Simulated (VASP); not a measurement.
A run of VASP 6.6.1:

The input INCAR:

```
SYSTEM = Au
PREC = Accurate
ENCUT = 520
EDIFF = 1E-7
ISMEAR = -1
SIGMA = 0.05
LREAL = .FALSE.
LASPH = .TRUE.
NELM = 60
ALGO = Fast
ISIF = 2
LWAVE = .FALSE.
LCHARG = .FALSE.
GGA = PS
NBANDS = 18
```

KPOINTS

```
regular mesh
0
G
  10 10 6
  0 0 0
```

The input POSCAR:

```
Au
1.0
    2.8525392154      0.0000000000      0.0000000000
   -0.0131258315      2.8572914708      0.0000000000
   -1.1528656209     -1.2010102618      4.9888111224
Au
2
Direct
    0.6728620000      0.6659620000      0.2740550000
    0.3271380000      0.3340380000      0.7259450000
```

Potentials or basis: VASP PAW PBE potentials, release 64 (Au).

Command:

```sh
$ cat potpaw_PBE.64/Au/POTCAR > POTCAR
$ mpirun -np 1 vasp_std > vasp.out
```

Hardware: 1 thread of Intel(R) Xeon(R) 6975P-C (Granite Rapids) (shared host).

Q: Estimate the wall time of this run.

A: It took 66 s on 1 thread of Intel(R) Xeon(R) 6975P-C (Granite Rapids), with other jobs on the host, peak memory 0.29 GiB. Counts: scf iterations 14, k points 304.
